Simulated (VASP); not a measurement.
# Ti23O48 (a cell with a defect) in VASP: single point with PBEsol

Aim: the single point of Ti23O48 (a cell with a defect) with PBEsol.

Everything below comes from runs of VASP 6.6.1. Logs are shortened: lines on timing, memory, paths and dates and some standing lists are left out, and cuts for length are marked.

**1. The cell of the first run**

The cell holds a defect, 71 atoms: a = 9.183 Å, b = 9.183 Å, c = 8.817 Å, α = 90.00°, β = 90.00°, γ = 90.00°.

**2. Single point, PBEsol**

Contents of INCAR:

```
SYSTEM = Ti23O48
PREC = Accurate ; ENCUT = 520
EDIFF = 1E-6 ; ISMEAR = -1
SIGMA = 0.05 ; LREAL = Auto
LASPH = .TRUE. ; NELM = 120
ALGO = Normal ; ISIF = 2
LWAVE = .FALSE. ; LCHARG = .TRUE.
GGA = PS ; LELF = .TRUE.
LVHAR = .TRUE. ; ISYM = 0
NBANDS = 323 ; GGA_COMPAT = .FALSE.
```

Contents of KPOINTS:

```
Automatic mesh
0
Gamma
  1 1 1
  0.25 0.25 0.25
```

Contents of POSCAR:

```
Ti23O48
1.0
    9.1828280000      0.0000000000      0.0000000000
    0.0000000000      9.1828280000      0.0000000000
    0.0000000000      0.0000000000      8.8166120000
Ti O
23 48
Direct
    0.0008580000      0.0003920000      0.9999710000
    0.9993630000      0.9995220000      0.3329410000
    0.9992120000      0.9998870000      0.6660280000
    0.9980610000      0.4978460000      0.0011840000
    0.0002890000      0.5003580000      0.3341850000
    0.0010890000      0.5009770000      0.6672720000
    0.4971800000      0.9979600000      0.0007850000
    0.5002740000      0.0001590000      0.3340570000
    0.5020880000      0.0011430000      0.6672700000
    0.4999110000      0.4998690000      0.0118570000
    0.4998840000      0.5003990000      0.6550590000
    0.2559150000      0.2559670000      0.1726030000
    0.2557720000      0.2550770000      0.4959450000
    0.2463550000      0.2466930000      0.8338370000
    0.2526470000      0.7438580000      0.1681360000
    0.2560780000      0.7478170000      0.4995470000
    0.2545720000      0.7435470000      0.8337600000
    0.7438660000      0.2522880000      0.1679790000
    0.7475520000      0.2563380000      0.4992040000
    0.7437740000      0.2550940000      0.8336820000
    0.7435280000      0.7441250000      0.1712850000
    0.7438180000      0.7433200000      0.4948830000
    0.7542210000      0.7537690000      0.8335040000
    0.1516680000      0.1513990000      0.9986880000
    0.1505230000      0.1505930000      0.3332580000
    0.1514380000      0.1518070000      0.6690350000
    0.1463000000      0.6538450000      0.9985460000
    0.1503340000      0.6518900000      0.3348610000
    0.1468450000      0.6542050000      0.6680780000
    0.6537650000      0.1464790000      0.9985540000
    0.6519410000      0.1502440000      0.3349640000
    0.6545470000      0.1466410000      0.6683620000
    0.6520210000      0.6520170000      0.9991650000
    0.6572860000      0.6570530000      0.3333410000
    0.6521100000      0.6522460000      0.6689350000
    0.3476440000      0.3476550000      0.9989990000
    0.3424280000      0.3423990000      0.3342220000
    0.3477740000      0.3478740000      0.6677610000
    0.3450640000      0.8529680000      0.9982340000
    0.3478030000      0.8496670000      0.3320650000
    0.3460030000      0.8528770000      0.6688150000
    0.8529090000      0.3452240000      0.9983800000
    0.8493900000      0.3480090000      0.3320460000
    0.8533850000      0.3456980000      0.6688900000
    0.8484620000      0.8481540000      0.9988570000
    0.8491910000      0.8491770000      0.3344760000
    0.8482300000      0.8485460000      0.6685390000
    0.0984170000      0.4034920000      0.1669320000
    0.0978070000      0.4027870000      0.5005630000
    0.0998480000      0.4040370000      0.8338800000
    0.0970880000      0.9020520000      0.1661100000
    0.0979910000      0.9029800000      0.5013520000
    0.0982540000      0.9013170000      0.8333950000
    0.6066400000      0.3918540000      0.1470970000
    0.6080850000      0.3933690000      0.5200240000
    0.5999190000      0.3995150000      0.8334840000
    0.5966940000      0.9016090000      0.1666620000
    0.5960970000      0.9010070000      0.5003850000
    0.5959330000      0.9002390000      0.8338100000
    0.4035060000      0.0984910000      0.1669980000
    0.4028990000      0.0977450000      0.5008070000
    0.4041320000      0.0996520000      0.8335950000
    0.3921460000      0.6069560000      0.1469270000
    0.3937590000      0.6084480000      0.5193660000
    0.3993100000      0.5998690000      0.8333670000
    0.9019790000      0.0970360000      0.1658200000
    0.9028410000      0.0980220000      0.5010500000
    0.9012550000      0.0982530000      0.8337610000
    0.9016700000      0.5967620000      0.1667790000
    0.9011010000      0.5960200000      0.5005950000
    0.9002800000      0.5958310000      0.8335790000
```

Potentials or basis: VASP PAW PBE potentials, release 64 (Ti_sv, O).

The run is started by

```sh
> cat potpaw_PBE.64/Ti_sv/POTCAR potpaw_PBE.64/O/POTCAR > POTCAR
> mpirun -np 1 vasp_std > vasp.out
```

OUTCAR:

```text
SYSTEM = Ti23O48
   PREC = Accurate
   ENCUT = 520
   EDIFF = 1E-6
   ISMEAR = -1
   LREAL = Auto
   LASPH = .TRUE.
   NELM = 120
   ISIF = 2
   GGA = PS
   ISYM = 0

 ion  position               nearest neighbor table
   1  0.001  0.000  1.000-  51 1.93  66 1.94  53 1.95  68 1.95  24 1.96  45 1.98
   2  0.999  1.000  0.333-  51 1.94  66 1.94  67 1.95  46 1.95  52 1.95  25 1.96
   3  0.999  1.000  0.666-  67 1.93  52 1.93  68 1.95  53 1.96  47 1.96  26 1.98
   4  0.998  0.498  0.001-  48 1.93  69 1.93  42 1.93  50 1.95  71 1.95  27 1.98
   5  0.000  0.500  0.334-  70 1.94  49 1.94  48 1.94  69 1.94  28 1.96  43 1.97
   6  0.001  0.501  0.667-  49 1.94  70 1.94  71 1.94  29 1.94  50 1.94  44 1.97
   7  0.497  0.998  0.001-  39 1.93  60 1.93  57 1.94  62 1.94  59 1.95  30 1.98
   8  0.500  0.000  0.334-  58 1.94  61 1.94  60 1.94  57 1.94  31 1.96  40 1.97
   9  0.502  0.001  0.667-  32 1.94  58 1.94  59 1.94  61 1.94  62 1.94  41 1.98
  10  0.500  0.500  0.012-  63 1.83  54 1.83  33 1.98  36 1.98  56 2.04  65 2.04
  11  0.500  0.500  0.655-  64 1.83  55 1.84  35 1.98  38 1.98  65 2.04  56 2.04
  12  0.256  0.256  0.173-  37 1.81  36 1.94  25 1.97  48 1.98  60 1.98  24 2.05  13 2.85
  13  0.256  0.255  0.496-  37 1.82  38 1.93  25 1.98  61 1.98  49 1.99  26 2.04  12 2.85
  14  0.246  0.247  0.834-  26 1.91  24 1.91  36 1.96  38 1.97  50 1.97  62 1.98
  15  0.253  0.744  0.168-  63 1.80  28 1.94  40 1.95  27 1.97  39 1.99  51 2.04
  16  0.256  0.748  0.500-  64 1.81  40 1.94  28 1.96  41 1.96  29 1.99  52 2.03
  17  0.255  0.744  0.834-  65 1.87  27 1.94  29 1.95  39 1.95  41 1.96  53 2.04
[... 40 lines left out ...]
  58  0.596  0.901  0.500-   8 1.94   9 1.94  22 1.98
  59  0.596  0.900  0.834-   9 1.94   7 1.95  23 1.98
  60  0.404  0.098  0.167-   7 1.93   8 1.94  12 1.98
  61  0.403  0.098  0.501-   8 1.94   9 1.94  13 1.98
  62  0.404  0.100  0.834-   7 1.94   9 1.94  14 1.98
  63  0.392  0.607  0.147-  15 1.80  10 1.83
  64  0.394  0.608  0.519-  16 1.81  11 1.83
  65  0.399  0.600  0.833-  17 1.87  11 2.04  10 2.04
  66  0.902  0.097  0.166-   1 1.94   2 1.94  18 2.03
  67  0.903  0.098  0.501-   3 1.93   2 1.95  19 2.04
  68  0.901  0.098  0.834-   1 1.95   3 1.95  20 2.04
  69  0.902  0.597  0.167-   4 1.93   5 1.94  21 1.99
  70  0.901  0.596  0.501-   5 1.94   6 1.94  22 1.98
  71  0.900  0.596  0.834-   6 1.94   4 1.95  23 1.98

IMPORTANT INFORMATION: All symmetrisations will be switched off!
NOSYMM: (Re-)initialisation of all symmetry stuff for point group C_1.

----------------------------------------------------------------------------------------

                                     Primitive cell

  volume of cell :     743.4549

  direct lattice vectors                    reciprocal lattice vectors
     9.182828000  0.000000000  0.000000000     0.108898914  0.000000000  0.000000000
     0.000000000  9.182828000  0.000000000     0.000000000  0.108898914  0.000000000
[... 215 lines left out ...]
   EMIN   =  10.00;   EMAX   =-10.00  energy-range for DOS
   EFERMI =   0.00;   METHOD = LEGACY
   ISMEAR =    -1;   SIGMA  =   0.05  broadening in eV -4-tet -1-fermi 0-gaus
   EFERMI_NEDOS =   21; number of points for ismear=-14 and -15
   IALGO  =     38    algorithm
   IMIX   =      4    mixing-type and parameters
     AMIX     =   0.40;   BMIX     =  1.00
     AMIX_MAG =   1.60;   BMIX_MAG =  1.00
  volume/ion in A,a.u.               =      10.47        70.66
  Fermi-wavevector in a.u.,A,eV,Ry     =   1.493080  2.821512 30.331291  2.229287
  Thomas-Fermi vector in A             =   2.605526
   LORBIT       =      0    0 simple, 1 ext, 2 COOP (PROOUT), +10 PAW based schemes
   GGA     = PS    functional components
   LHFCALC =     F    Hartree Fock is set to
   AEXX    =    0.0000 exact exchange contribution
   IVDW    =     0    specifies the selected vdW correction
   LEPSILON=     F    determine dielectric tensor
   LRPA    =     F    only Hartree local field effects (RPA)
 non-spin polarized calculation
  energy-cutoff  :      520.00
  volume of cell :      743.45
 maximum number of plane-waves:     20027
 NGX is ok and might be reduce to    70
   NGX = 35   NGY = 35   NGZ = 33

 number of electron     563.9999975 magnetization

 Free energy of the ion-electron system (eV)
  ---------------------------------------------------
  ext. energy  EPLUGINS =         0.00000000
  ---------------------------------------------------
  free energy    TOTEN  =      -650.25480657 eV

  energy without entropy =     -650.02927518  energy(sigma->0) =     -650.14204087

 E-fermi :   3.9444     XC(G=0): -11.6010

 val. band max:        3.9351220576   @ k =   0.2500   0.2500   0.2500
 cond. band min:       4.2465391907   @ k =   0.2500  -0.2500   0.2500
 fundamental gap:      0.3114171330
 Fermi energy:         3.9444437085

 k-point     1 :       0.2500    0.2500    0.2500
  band No.  band energies     occupation
      1     -52.2810      2.00000
      2     -52.2778      2.00000
      3     -52.2292      2.00000
      4     -52.2271      2.00000
      5     -52.2071      2.00000
      6     -52.2049      2.00000
[... 1177 lines left out ...]
    293       6.8826      0.00000
    294       6.8873      0.00000
 [bands above 294 left out]

------------------------ aborting loop because EDIFF is reached ----------------------------------------

  FORCE on cell =-STRESS in cart. coord.  units (eV):
  Direction    XX          YY          ZZ          XY          YZ          ZX
  --------------------------------------------------------------------------------------
  -------------------------------------------------------------------------------------
  Total        9.2896709      9.2985707     12.8337483     -2.2598668      0.2182725      0.1641940
  in kB       20.0196408     20.0388203     27.6572802     -4.8701102      0.4703867      0.3538452
  external PRESSURE =      22.5719138 kB  Pullay stress =       0.0000000 kB

 VOLUME and BASIS-vectors are now :
 -----------------------------------------------------------------------------
  energy-cutoff  :      520.00
  volume of cell :      743.45
      direct lattice vectors                 reciprocal lattice vectors
     9.182828000  0.000000000  0.000000000     0.108898914  0.000000000  0.000000000
     0.000000000  9.182828000  0.000000000     0.000000000  0.108898914  0.000000000
     0.000000000  0.000000000  8.816612000     0.000000000  0.000000000  0.113422253

 POSITION                                       TOTAL-FORCE (eV/Angst)
 -----------------------------------------------------------------------------------
      0.00788      0.00360      8.81636        -0.032816     -0.023490      0.061652
      9.17698      9.17844      2.93541         0.029833      0.018441     -0.004161
      9.17559      9.18179      5.87211         0.034159      0.022659     -0.039521
      9.16502      4.57163      0.01044         0.039147      0.066289      0.033300
      0.00265      4.59470      2.94638        -0.004859     -0.020274     -0.000324
      0.01000      4.60039      5.88308        -0.009795     -0.041184     -0.040482
[... 63 lines left out ...]
      8.27466      5.47315      4.41355        -0.035732      0.041772      0.024105
      8.26712      5.47141      7.34934        -0.044703      0.072064      0.009673
 -----------------------------------------------------------------------------------
    total drift:                                0.019700      0.053505      0.004320

  FREE ENERGIE OF THE ION-ELECTRON SYSTEM (eV)
  ---------------------------------------------------
  free  energy   TOTEN  =      -650.2548065663 eV

  energy  without entropy=     -650.0292751758  energy(sigma->0) =     -650.14204087
```

It took 48 min on 1 thread of Intel Xeon Platinum 8259CL at 2.50GHz (Skylake/Cascade Lake), shared host; peak memory 1 GiB.

Results:

```yaml
Free_energy: -650.2548 eV
Pressure: 2.3 GPa
Largest_force: 0.099 eV/Å
Band_gap_on_the_k_mesh: zero (bands 282 and 283 overlap by 0.01 eV)
```

Forces on the atoms (eV/Å):
```
Ti  -0.033 -0.023  0.062
Ti   0.030  0.018 -0.004
Ti   0.034  0.023 -0.040
Ti   0.039  0.066  0.033
Ti  -0.005 -0.020  0.000
Ti  -0.010 -0.041 -0.040
Ti   0.072  0.063  0.021
Ti  -0.014 -0.011  0.007
Ti  -0.072 -0.061 -0.032
Ti   0.011 -0.006  0.009
Ti  -0.012 -0.016 -0.034
Ti   0.004  0.005  0.052
Ti  -0.026  0.012 -0.075
Ti   0.047  0.014 -0.016
Ti  -0.062  0.072  0.012
Ti  -0.067  0.057 -0.021
Ti  -0.038  0.067 -0.036
Ti   0.071 -0.046 -0.010
Ti   0.050 -0.062 -0.024
Ti   0.044 -0.052  0.008
Ti   0.045  0.012  0.048
Ti  -0.009  0.016 -0.012
Ti  -0.043 -0.022  0.024
O   -0.041 -0.037  0.011
O   -0.036 -0.042  0.002
O   -0.048 -0.056 -0.009
O   -0.025 -0.011 -0.037
O   -0.021 -0.005 -0.030
O   -0.016 -0.002  0.002
O   -0.017 -0.032 -0.050
O   -0.007 -0.020 -0.030
O    0.000 -0.001 -0.014
O   -0.030 -0.033 -0.064
O   -0.046 -0.044 -0.009
O   -0.032 -0.040  0.023
O    0.046  0.046 -0.048
O    0.045  0.044  0.002
O    0.039  0.039  0.081
O   -0.002  0.005  0.024
O    0.009  0.020  0.043
O    0.012  0.048  0.068
O    0.011  0.004  0.020
O    0.023  0.003  0.049
O    0.022  0.013  0.054
O    0.031  0.035  0.007
O    0.006  0.007 -0.028
O    0.034  0.023 -0.028
O    0.044 -0.040 -0.019
O    0.044 -0.011  0.011
O    0.026 -0.067 -0.011
O    0.027 -0.019  0.001
O   -0.002 -0.025 -0.024
O    0.018 -0.016 -0.002
O   -0.051  0.046  0.048
O   -0.052  0.044 -0.049
O   -0.036  0.043  0.006
O    0.013 -0.034 -0.001
O    0.044 -0.039  0.019
O    0.075 -0.048  0.010
O   -0.035  0.038 -0.022
O   -0.009  0.040  0.001
O   -0.084  0.043 -0.006
O    0.045 -0.052  0.061
O    0.042 -0.063 -0.033
O    0.049 -0.044  0.013
O   -0.010  0.023  0.015
O   -0.027  0.005 -0.012
O   -0.011  0.016  0.001
O   -0.043  0.019 -0.009
O   -0.036  0.042  0.024
O   -0.045  0.072  0.010
```

Stress tensor (GPa, compression positive):
```
 2.00 -0.49  0.04
-0.49  2.00  0.05
 0.04  0.05  2.77
```

Caveat: the PAW data sets were made with another functional, which shifts forces and pressure a little; semilocal functionals often make such compounds metallic where correlation or magnetic order opens a gap, which also shifts bond lengths.

The gap in the log of VASP goes by the Fermi energy; the results here count the filled bands.